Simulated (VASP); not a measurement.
# Ba (Im-3m) in VASP: notebook

Aim: see how the results for Ba move with the level of theory and the settings. Levels: PBEsol, LDA, PBE. Tasks: relaxation of cell and atoms, single point.

All numbers are computed with VASP 6.6.1; they aren't measurements. Logs are shortened: lines on timing, memory, paths and dates and some standing lists are left out, and cuts for length are marked.

### Step 1. The cell of the first run

It takes space group Im-3m (No. 229, cubic). Conventional cell: a = 5.020 Å, b = 5.020 Å, c = 5.020 Å, α = 90.00°, β = 90.00°, γ = 90.00°. Ba (site symmetry m-3m) has 14 Ba at 4.35 to 5.02 Å within 5.7 Å.

### Step 2. Relaxation of cell and atoms, PBEsol

Input file INCAR:

```
SYSTEM = Ba
PREC = Accurate ; ENCUT = 500
EDIFF = 1E-7 ; ISMEAR = 1
SIGMA = 0.1 ; LREAL = .FALSE.
LASPH = .TRUE. ; NELM = 120
ALGO = Normal ; ISIF = 3
LWAVE = .FALSE. ; LCHARG = .FALSE.
GGA = PS ; IBRION = 2
NSW = 60 ; EDIFFG = -0.005
GGA_COMPAT = .FALSE. ; NELMIN = 4
```

Input file KPOINTS:

```
Automatic mesh
0
G
  15 15 15
  0 0 0
```

Input file POSCAR:

```
Ba
1.0
   -2.5100000000      2.5100000000      2.5100000000
    2.5100000000     -2.5100000000      2.5100000000
    2.5100000000      2.5100000000     -2.5100000000
Ba
1
Direct
    0.0000000000      0.0000000000      0.0000000000
```

Potentials or basis: VASP PAW PBE potentials, release 64 (Ba_sv).

Started as:

```
$ cat potpaw_PBE.64/Ba_sv/POTCAR > POTCAR
$ mpirun -np 1 vasp_std > vasp.out
```

OUTCAR:

```text
SYSTEM = Ba
   PREC = Accurate
   ENCUT = 500
   EDIFF = 1E-7
   ISMEAR = 1
   LREAL = .FALSE.
   LASPH = .TRUE.
   NELM = 120
   ISIF = 3
   GGA = PS
   IBRION = 2
   NSW = 60
   EDIFFG = -0.005
   NELMIN = 4

 ion  position               nearest neighbor table
   1  0.000  0.000  0.000-

  LATTYP: Found a body centered cubic cell.
 ALAT       =     5.0200000000

  Lattice vectors:

 A1 = (  -2.5100000000,   2.5100000000,   2.5100000000)
 A2 = (   2.5100000000,  -2.5100000000,   2.5100000000)
 A3 = (   2.5100000000,   2.5100000000,  -2.5100000000)

Analysis of symmetry for initial positions (statically):
=====================================================================
 Subroutine PRICEL returns:
 Original cell was already a primitive cell.

 Routine SETGRP: Setting up the symmetry group for a
 body centered cubic supercell.

 Subroutine GETGRP returns: Found 48 space group operations
 (whereof 48 operations were pure point group operations)
 out of a pool of 48 trial point group operations.

The static configuration has the point symmetry O_h .

Analysis of symmetry for dynamics (positions and initial velocities):
=====================================================================
 Subroutine PRICEL returns:
 Original cell was already a primitive cell.

 Routine SETGRP: Setting up the symmetry group for a
 body centered cubic supercell.

 Subroutine GETGRP returns: Found 48 space group operations
 (whereof 48 operations were pure point group operations)
 out of a pool of 48 trial point group operations.

The dynamic configuration has the point symmetry O_h .

 Subroutine INISYM returns: Found 48 space group operations
 (whereof 48 operations are pure point group operations),
 and found     1 'primitive' translations

----------------------------------------------------------------------------------------

                                     Primitive cell

  volume of cell :      63.2530

  direct lattice vectors                    reciprocal lattice vectors
    -2.510000000  2.510000000  2.510000000     0.000000000  0.199203187  0.199203187
     2.510000000 -2.510000000  2.510000000     0.199203187  0.000000000  0.199203187
     2.510000000  2.510000000 -2.510000000     0.199203187  0.199203187  0.000000000

  length of vectors
     4.347447527  4.347447527  4.347447527     0.281715849  0.281715849  0.281715849

  position of ions in fractional coordinates (direct lattice)
     0.000000000  0.000000000  0.000000000

  ion indices of the primitive-cell ions
   primitive index   ion index
                 1           1

----------------------------------------------------------------------------------------

 KPOINTS: Automatic mesh

Automatic generation of k-mesh.
 Grid dimensions read from file:
 generate k-points for:   15   15   15

 Generating k-lattice:

  Cartesian coordinates                     Fractional coordinates (reciprocal lattice)
     0.000000000  0.013280212  0.013280212     0.066666667  0.000000000  0.000000000
     0.013280212  0.000000000  0.013280212     0.000000000  0.066666667  0.000000000
     0.013280212  0.013280212  0.000000000     0.000000000  0.000000000  0.066666667

  Length of vectors
     0.018781057  0.018781057  0.018781057

  Shift w.r.t. Gamma in fractional coordinates (k-lattice)
     0.000000000  0.000000000  0.000000000

 Subroutine IBZKPT returns following result:
 ===========================================

 Found    120 irreducible k-points:

 Following reciprocal coordinates:
            Coordinates               Weight
  0.000000  0.000000  0.000000      1.000000
  0.066667  0.000000  0.000000     12.000000
  0.133333  0.000000  0.000000     12.000000
  0.200000  0.000000  0.000000     12.000000
  0.266667  0.000000  0.000000     12.000000
  0.333333  0.000000  0.000000     12.000000
[... 16 lines left out ...]
  0.333333  0.200000  0.000000     48.000000
  0.400000  0.200000  0.000000     24.000000
 [... further k-points ...]
   k-points           NKPTS =    120   k-points in BZ     NKDIM =    120   number of bands    NBANDS=      9
   number of dos      NEDOS =    301   number of ions     NIONS =      1
   total plane-waves  NPLWV =  32768
   dimension x,y,z NGX =    32 NGY =   32 NGZ =   32
   dimension x,y,z NGXF=    64 NGYF=   64 NGZF=   64
   ions per type =               1
   NGX,Y,Z   is equivalent  to a cutoff of  12.24, 12.24, 12.24 a.u.
   NGXF,Y,Z  is equivalent  to a cutoff of  24.47, 24.47, 24.47 a.u.
 SYSTEM =  Ba
   PREC   = accura    normal or accurate (medium, high low for compatibility)
   ISTART =      0    job   : 0-new  1-cont  2-samecut
   ICHARG =      2    charge: 1-file 2-atom 10-const
   ISPIN  =      1    spin polarized calculation?
   LNONCOLLINEAR =      F non collinear calculations
   LSORBIT =      F    spin-orbit coupling
   LASPH  =      T    aspherical Exc in radial PAW
   ENCUT  =  500.0 eV  36.75 Ry    6.06 a.u.   7.93  7.93  7.93*2*pi/ulx,y,z
   NELM   =    120;   NELMIN=  4; NELMDL= -5     # of ELM steps
   EDIFF  = 0.1E-06   stopping-criterion for ELM
   LREAL  =      F    real-space projection
   EDIFFG = -.5E-02   stopping-criterion for IOM
   NSW    =     60    number of steps for IOM
   IBRION =      2    ionic relax: 0-MD 1-quasi-New 2-CG
   NFREE  =      1    steps in history (QN), initial steepest desc. (CG)
   ISIF   =      3    stress and relaxation
   ISYM   =      2    0-nonsym 1-usesym 2-fastsym
   POTIM  = 0.5000    time-step for ionic-motion
   TEBEG  =    0.0;   TEEND  =   0.0 temperature during run
   PSTRESS=    0.0 pullay stress
   NELECT =      10.0000    total number of electrons
   NUPDOWN=      -1.0000    fix difference up-down
   EMIN   =  10.00;   EMAX   =-10.00  energy-range for DOS
   EFERMI =   0.00;   METHOD = LEGACY
   ISMEAR =     1;   SIGMA  =   0.10  broadening in eV -4-tet -1-fermi 0-gaus
   EFERMI_NEDOS =   21; number of points for ismear=-14 and -15
   IALGO  =     38    algorithm
   IMIX   =      4    mixing-type and parameters
     AMIX     =   0.40;   BMIX     =  1.00
     AMIX_MAG =   1.60;   BMIX_MAG =  1.00
  volume/ion in A,a.u.               =      63.25       426.85
  Fermi-wavevector in a.u.,A,eV,Ry     =   0.885213  1.672810 10.661553  0.783602
  Thomas-Fermi vector in A             =   2.006216
   LORBIT       =      0    0 simple, 1 ext, 2 COOP (PROOUT), +10 PAW based schemes
   GGA     = PS    functional components
   LHFCALC =     F    Hartree Fock is set to
   AEXX    =    0.0000 exact exchange contribution
   IVDW    =     0    specifies the selected vdW correction
   LEPSILON=     F    determine dielectric tensor
   LRPA    =     F    only Hartree local field effects (RPA)
 conjugate gradient relaxation of ions
 non-spin polarized calculation
 Methfessel and Paxton  Order N= 1 SIGMA  =   0.10
  energy-cutoff  :      500.00
  volume of cell :       63.25
 maximum number of plane-waves:      1626
   NGX = 15   NGY = 15   NGZ = 15

--------------------------------------- Ionic step        1  -------------------------------------------

 number of electron      10.0000000 magnetization

 Free energy of the ion-electron system (eV)
  ---------------------------------------------------
  ext. energy  EPLUGINS =         0.00000000
  ---------------------------------------------------
  free energy    TOTEN  =        -2.13944101 eV

  energy without entropy =       -2.13966735  energy(sigma->0) =       -2.13951645

------------------------ aborting loop because EDIFF is reached ----------------------------------------

  FORCE on cell =-STRESS in cart. coord.  units (eV):
  Direction    XX          YY          ZZ          XY          YZ          ZX
  --------------------------------------------------------------------------------------
  -------------------------------------------------------------------------------------
  Total       -0.2590585     -0.2590585     -0.2590585      0.0000000     -0.0000000      0.0000000
  in kB       -6.5618659     -6.5618659     -6.5618659      0.0000000     -0.0000000      0.0000000
  external PRESSURE =      -6.5618659 kB  Pullay stress =       0.0000000 kB
[... 90 lines left out ...]
  energy  without entropy=       -2.1502885123  energy(sigma->0) =       -2.14986035

--------------------------------------- Ionic step        4  -------------------------------------------

 number of electron      10.0000000 magnetization

 Free energy of the ion-electron system (eV)
  ---------------------------------------------------
  ext. energy  EPLUGINS =         0.00000000
  ---------------------------------------------------
  free energy    TOTEN  =        -2.14965997 eV

  energy without entropy =       -2.15033109  energy(sigma->0) =       -2.14988368

 E-fermi :   1.7747     XC(G=0):  -7.7514

 val. band max:        1.7590466380   @ k =  -0.3333   0.3333   0.3333
 cond. band min:       1.7893761382   @ k =  -0.3333   0.4000   0.2667
 fundamental gap:      0.0303295002
 Fermi energy:         1.7747237293

 k-point     1 :       0.0000    0.0000    0.0000
  band No.  band energies     occupation
      1     -26.9525      2.00000
      2     -11.8351      2.00000
      3     -11.8351      2.00000
      4     -11.8351      2.00000
      5      -1.0181      2.00000
      6       3.6769     -0.00000
      7       3.6769     -0.00000
      8       3.6769     -0.00000
      9       5.2164      0.00000
[... 265 lines left out ...]
 k-point    24 :       0.4000    0.2000    0.0000
  band No.  band energies     occupation
      1     -26.8874      2.00000
      2     -12.3536      2.00000
      3     -12.1084      2.00000
      4     -11.8959      2.00000
      5       1.3925      2.00000
      6       2.4205     -0.00000
      7       2.7859     -0.00000
      8       5.0598      0.00000
      9       5.8612      0.00000

 [... further k-points ...]

------------------------ aborting loop because EDIFF is reached ----------------------------------------

  FORCE on cell =-STRESS in cart. coord.  units (eV):
  Direction    XX          YY          ZZ          XY          YZ          ZX
  --------------------------------------------------------------------------------------
  -------------------------------------------------------------------------------------
  Total       -0.0002140     -0.0002140     -0.0002140      0.0000000      0.0000000      0.0000000
  in kB       -0.0058602     -0.0058602     -0.0058602      0.0000000      0.0000000      0.0000000
  external PRESSURE =      -0.0058602 kB  Pullay stress =       0.0000000 kB
[... 16 lines left out ...]
  FREE ENERGIE OF THE ION-ELECTRON SYSTEM (eV)
  ---------------------------------------------------
  free  energy   TOTEN  =        -2.1496599682 eV

  energy  without entropy=       -2.1503310927  energy(sigma->0) =       -2.14988368

 reached required accuracy - stopping structural energy minimisation
```

Run time: 52 s. Hardware: 1 thread of Intel Xeon 6975P-C (Granite Rapids), shared host; peak memory 0.23 GiB.

Results:

```yaml
Free_energy: -2.1497 eV
Relaxed_volume: 58.50 Å³/atom
Relaxed_cell: a = 4.236 Å, b = 4.236 Å, c = 4.236 Å, α = 109.47°, β = 109.47°, γ = 109.47°
Space_group_after_relaxing_to_0.1_Å: Im-3m (No. 229)
Energy_gained_by_relaxing: 10.2 meV/atom
Ionic_steps: 4
Pressure_after_relaxing: 0.0 GPa
Band_gap_on_the_k_mesh: zero (bands 5 and 6 overlap by 1.07 eV)
```

Step by step:
```tsv
step	energy change (eV)	largest force (eV/Å)	pressure (GPa)	volume (Å³)
1	0.0000	0.0000	-0.66	63.25
2	-0.0075	0.0000	-0.36	60.91
3	-0.0102	0.0000	-0.03	58.67
4	-0.0102	0.0000	0.00	58.50
```

Final structure:
```cif
data_structure
_symmetry_space_group_name_H-M 'P 1'
_symmetry_Int_Tables_number 1
_cell_length_a 4.2357
_cell_length_b 4.2357
_cell_length_c 4.2357
_cell_angle_alpha 109.471
_cell_angle_beta 109.471
_cell_angle_gamma 109.471
_cell_volume 58.50
loop_
_atom_site_label
_atom_site_type_symbol
_atom_site_fract_x
_atom_site_fract_y
_atom_site_fract_z
_atom_site_occupancy
Ba1 Ba 0.00000 0.00000 0.00000 1
```

Caveat: the PAW data sets were made with another functional, which shifts forces and pressure a little; spin-orbit coupling is left out, which moves the levels of the heavy elements.

### Step 3. Relaxation of cell and atoms, LDA

Input file INCAR:

```
SYSTEM = Ba
ALGO = Normal ; EDIFF = 1E-7
EDIFFG = -0.005 ; ENCUT = 500
GGA_COMPAT = .FALSE. ; IBRION = 2
ISIF = 3 ; ISMEAR = 1
LASPH = .TRUE. ; LCHARG = .FALSE.
LREAL = .FALSE. ; LWAVE = .FALSE.
NELM = 120 ; NELMIN = 4
NSW = 60 ; PREC = Accurate
SIGMA = 0.1
```

Input file KPOINTS:

```
k-points
0
G
  15 15 15
  0 0 0
```

POSCAR is that of step 2.

Potentials or basis: VASP PAW LDA potentials, release 64 (Ba_sv).

Started as:

```
$ cat potpaw_LDA.64/Ba_sv/POTCAR > POTCAR
$ mpirun -np 1 vasp_std > vasp.out
```

It took 45 s on 1 thread of Intel Xeon 6975P-C (Granite Rapids), shared host; peak memory 0.21 GiB.

It converged, with:

```yaml
Free_energy: -2.2509 eV
Relaxed_volume: 54.11 Å³/atom
Relaxed_cell: a = 4.127 Å, b = 4.127 Å, c = 4.127 Å, α = 109.47°, β = 109.47°, γ = 109.47°
Space_group_after_relaxing_to_0.1_Å: Im-3m (No. 229)
Energy_gained_by_relaxing: 40.6 meV/atom
Ionic_steps: 4
Pressure_after_relaxing: 0.0 GPa
Band_gap_on_the_k_mesh: zero (bands 5 and 6 overlap by 1.24 eV)
```

Step by step:
```csv
step,energy change (eV),largest force (eV/Å),pressure (GPa),volume (Å³)
1,0.0000,0.0000,-1.30,63.25
2,-0.0296,0.0000,-0.75,58.68
3,-0.0405,0.0000,-0.10,54.68
4,-0.0406,0.0000,0.01,54.11
```

Final structure:
```
CELL_PARAMETERS angstrom
-2.38274 2.38274 2.38274
2.38274 -2.38274 2.38274
2.38274 2.38274 -2.38274
ATOMIC_POSITIONS crystal
Ba 0.00000 0.00000 0.00000
```

Levels at points of the mesh, in eV from the Fermi level:
```csv
k point,band 2,band 3,band 4,band 5,band 6,band 7,band 8,band 9
"(0.00, 0.00, 0.00)",-13.42,-13.42,-13.42,-2.79,1.94,1.94,1.94,3.62
```

Caveat: spin-orbit coupling is left out, which moves the levels of the heavy elements.

### Step 4. Relaxation of cell and atoms, PBE

Input file INCAR:

```
PREC     = Accurate       # precision mode
ENCUT    = 500            # plane-wave cutoff, eV
EDIFF    = 1E-7           # SCF threshold, eV
ISMEAR   = 1              # smearing method
SIGMA    = 0.1            # smearing width, eV
LREAL    = False          # projectors in reciprocal space
LASPH    = True           # aspherical terms in the spheres
NELM     = 120            # most SCF steps
ALGO     = Normal         # electronic algorithm
ISIF     = 3              # what is computed and relaxed
LWAVE    = False          # write WAVECAR
LCHARG   = False          # write CHGCAR
GGA      = PE             # functional
IBRION   = 2              # ionic algorithm
NSW      = 60             # ionic steps
EDIFFG   = -0.005         # ionic threshold
GGA_COMPAT= False        
NELMIN   = 4
```

Input file KPOINTS:

```
Automatic mesh
0
Gamma
  15 15 15
```

POSCAR is that of step 3.

Potentials or basis: VASP PAW PBE potentials, release 64 (Ba_sv).

Started as:

```
$ cat potpaw_PBE.64/Ba_sv/POTCAR > POTCAR
$ mpirun -np 1 vasp_std > vasp.out
```

Wall time 38 s (1 thread of Intel Xeon 6975P-C (Granite Rapids), shared host); peak memory 0.22 GiB.

Results (log left out):

```
Free energy                           : -1.9083 eV
Relaxed volume                        : 63.49 Å³/atom
Relaxed cell                          : a = 4.353 Å, b = 4.353 Å, c = 4.353 Å, α = 109.47°, β = 109.47°, γ = 109.47°
Space group after relaxing (to 0.1 Å) : Im-3m (No. 229)
Energy gained by relaxing             : 0.0 meV/atom
Ionic steps                           : 3
Pressure after relaxing               : 0.0 GPa
Band gap on the k mesh                : zero (bands 5 and 6 overlap by 0.93 eV)
```

Final structure:
```yaml
crystal:
  lattice:
    - [-2.51316, 2.51316, 2.51316]
    - [2.51316, -2.51316, 2.51316]
    - [2.51316, 2.51316, -2.51316]
  atoms:
    - { symbol: Ba, position: [0.00000, 0.00000, 0.00000] }
```

Levels at points of the mesh, in eV from the Fermi level:
| k point | band 1 | band 2 | band 3 | band 4 | band 5 | band 6 | band 7 | band 8 | band 9 |
| --- | --- | --- | --- | --- | --- | --- | --- | --- | --- |
| (0.00, 0.00, 0.00) | -28.89 | -13.85 | -13.85 | -13.85 | -2.74 | 1.83 | 1.83 | 1.83 | 3.22 |

Caveat: spin-orbit coupling is left out, which moves the levels of the heavy elements.

### Step 5. Single point, PBEsol

This run uses another cell than the first one, of 58.10 Å³/atom.

Input file INCAR:

```
SYSTEM = Ba
  PREC = Accurate
  ENCUT = 500
  EDIFF = 1E-6
  ISMEAR = 1
  SIGMA = 0.1
  LREAL = .False.
  LASPH = .True.
  NELM = 120
  ALGO = Normal
  ISIF = 2
  LWAVE = .False.
  LCHARG = .False.
  GGA = PS
  NBANDS = 11
  GGA_COMPAT = .False.
```

Input file KPOINTS:

```
Automatic mesh
0
Gamma
  23 23 23
  0 0 0
```

Input file POSCAR:

```
Ba
1.0
   -2.4399092820      2.4399092820      2.4399092820
    2.4399092820     -2.4399092820      2.4399092820
    2.4399092820      2.4399092820     -2.4399092820
Ba
1
Direct
    0.0000000000      0.0000000000      0.0000000000
```

Started as:

```
$ cat potpaw_PBE.64/Ba_sv/POTCAR > POTCAR
$ mpirun -np 1 vasp_std > vasp.out
```

Run time: 46 s. Hardware: 1 thread of Intel Xeon 6975P-C (Granite Rapids), shared host; peak memory 0.34 GiB.

Results (log left out):

* Free energy: -2.1489 eV
* Pressure: 0.1 GPa
* Band gap on the k mesh: zero (bands 5 and 6 overlap by 1.17 eV)

Levels at points of the mesh, in eV from the Fermi level:
```
           k point  band 1  band 2  band 3  band 4  band 5  band 6  band 7  band 8  band 9  band 10
(0.00, 0.00, 0.00)  -28.71  -13.58  -13.58  -13.58   -2.79    1.92    1.92    1.92    3.47     3.47
```

Caveat: the PAW data sets were made with another functional, which shifts forces and pressure a little; spin-orbit coupling is left out, which moves the levels of the heavy elements.

### Step 6. Single point, PBEsol

Input file INCAR:

```
PREC = Accurate
ENCUT = 500
EDIFF = 1E-6
ISMEAR = 1
SIGMA = 0.1
LREAL = F
LASPH = T
NELM = 120
ALGO = Normal
ISIF = 2
LWAVE = F
LCHARG = T
GGA = PS
LELF = T
LVHAR = T
NBANDS = 11
GGA_COMPAT = F
```

Input file KPOINTS:

```
regular mesh
0
Gamma
  23 23 23
```

Input file POSCAR:

```
Ba
1.0
   -2.5100000000      2.5100000000      2.5100000000
    2.5100000000     -2.5100000000      2.5100000000
    2.5100000000      2.5100000000     -2.5100000000
Ba
1
Direct
    0.0000000000      0.0000000000      0.0000000000
```

Potentials or basis: VASP PAW PBE potentials, release 64 (Ba_sv).

Started as:

```
$ cat potpaw_PBE.64/Ba_sv/POTCAR > POTCAR
$ mpirun -np 1 vasp_std > vasp.out
```

It took 50 s on 1 thread of Intel Xeon 6975P-C (Granite Rapids), shared host; peak memory 0.35 GiB.

Results (log left out):

| Quantity | Value |
| --- | --- |
| Free energy | -2.1393 eV |
| Pressure | -0.6 GPa |
| Band gap on the k mesh | zero (bands 5 and 6 overlap by 0.98 eV) |

Levels at points of the mesh, in eV from the Fermi level:
| k point | band 2 | band 3 | band 4 | band 5 | band 6 | band 7 | band 8 | band 9 |
| --- | --- | --- | --- | --- | --- | --- | --- | --- |
| (0.00, 0.00, 0.00) | -13.78 | -13.78 | -13.78 | -2.75 | 1.82 | 1.82 | 1.82 | 3.25 |

Caveat: the PAW data sets were made with another functional, which shifts forces and pressure a little; spin-orbit coupling is left out, which moves the levels of the heavy elements.

### Step 7. Overview

| task | level | potentials or basis | cell | k mesh | gap on the mesh (eV) | pressure (GPa) | relaxed volume (Å³/atom) |
| --- | --- | --- | --- | --- | --- | --- | --- |
| relaxation of cell and atoms | PBEsol | VASP PAW PBE potentials, release 64 (Ba_sv) | relaxed from a = 4.347 Å, angles 109.5°, 1 atom | 15 × 15 × 15 | none | 0.0 | 58.50 |
| relaxation of cell and atoms | LDA | VASP PAW LDA potentials, release 64 (Ba_sv) | relaxed from a = 4.347 Å, angles 109.5°, 1 atom | 15 × 15 × 15 | none | 0.0 | 54.11 |
| relaxation of cell and atoms | PBE | VASP PAW PBE potentials, release 64 (Ba_sv) | relaxed from a = 4.347 Å, angles 109.5°, 1 atom | 15 × 15 × 15 | none | 0.0 | 63.49 |
| single point | PBEsol | VASP PAW PBE potentials, release 64 (Ba_sv) | a = 4.226 Å, angles 109.5°, 1 atom | 23 × 23 × 23 | none | 0.1 | - |
| single point | PBEsol | VASP PAW PBE potentials, release 64 (Ba_sv) | a = 4.347 Å, angles 109.5°, 1 atom | 23 × 23 × 23 | none | -0.6 | - |

Alike in all rows: no spin polarisation; cutoff (eV) 500; smearing methfessel-paxton 0.1 eV.

Caveats: spin-orbit coupling is left out, which moves the levels of the heavy elements; the PAW data sets were made with another functional, which shifts forces and pressure a little (at least some runs).

Absolute energies hang on the potentials; compare differences alone.
